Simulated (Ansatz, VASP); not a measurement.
**CdSe in VASP and in Ansatz**

```
Cd Se
1.0
     0.00000    3.07148    3.01221
     3.07148    0.00000    3.01221
     3.07148    3.07148    0.00000
Cd Se
1 1
Cartesian
  0.0000 0.0000 0.0000
  1.5357 1.5357 1.5061
```

Change from the starting cell: strained cell.

Alike in both runs: functional PBEsol; k mesh 8 × 8 × 8; occupations gaussian, width 0.02 eV; no spin polarisation.

Ansatz relaxed the structure, and its values are those at the end. VASP's run is a single point on that final structure, the one shown.

|  | VASP | Ansatz |
| --- | --- | --- |
| version | VASP 6.6.1 | Ansatz 0.2.0 |
| potentials or method | VASP PAW PBE potentials, release 64 (Cd, Se), cutoff 500 eV | scalar-relativistic, plane waves, PAW |
| valence electrons in the cell | 18 | 36 |

|  | VASP | Ansatz | Ansatz less VASP |
| --- | --- | --- | --- |
| gap on the k mesh at the Fermi level (eV) | 0.42 | 0.42 | -0.003 |
| least direct gap on the mesh (eV) | 0.42 | 0.42 | -0.003 |
| pressure (GPa) | -0.2 | -0.5 | -0.31 |

VASP's potentials were made for PBE, not for PBEsol, and Ansatz warns of the same on its side. With one functional, cell and mesh, what is left measures potentials, basis and numerics. VASP's potentials hold 18 valence electrons a cell and Ansatz's 36, so a difference there can come from the potentials and not from the codes. Ansatz's warnings: stress scf threshold loose.
